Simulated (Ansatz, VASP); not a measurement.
# Ir: VASP beside Ansatz

```
CELL_PARAMETERS angstrom
0.00000 2.11186 1.67513
2.11186 0.00000 1.67513
2.11186 2.11186 0.00000
ATOMIC_POSITIONS crystal
Ir 0.00000 0.00000 0.00000
```

Alike in both runs: task single point; functional LDA; k mesh 22 × 22 × 22; occupations gaussian, width 0.15 eV; no spin polarisation.

```csv
,VASP,Ansatz
version,VASP 6.6.1,Ansatz 0.2.0
potentials or method,"VASP PAW LDA potentials, release 64 (Ir_sv_GW), cutoff 500 eV","scalar-relativistic, plane waves, PAW"
valence electrons in the cell,17,17
```

VASP gave:

```
gap on the k mesh at the Fermi level (eV)                     : none
pressure (GPa)                                                : -19.4
traceless stress, the component that is largest in VASP (GPa) : 29.13
```

**Question.** What did Ansatz give for the same quantities?

**Answer.** gap on the k mesh at the Fermi level (eV): none; pressure (GPa): -17.6; traceless stress, the component that is largest in VASP (GPa): 29.33.

Ansatz warns that its potentials were made for another functional, while VASP's fit it. LDA's correlation is that of Perdew and Zunger in VASP and of Perdew and Wang (1992) in Ansatz. A gap of «none» marks a metal or a gap that the smearing closes.

Spin-orbit coupling is off throughout.
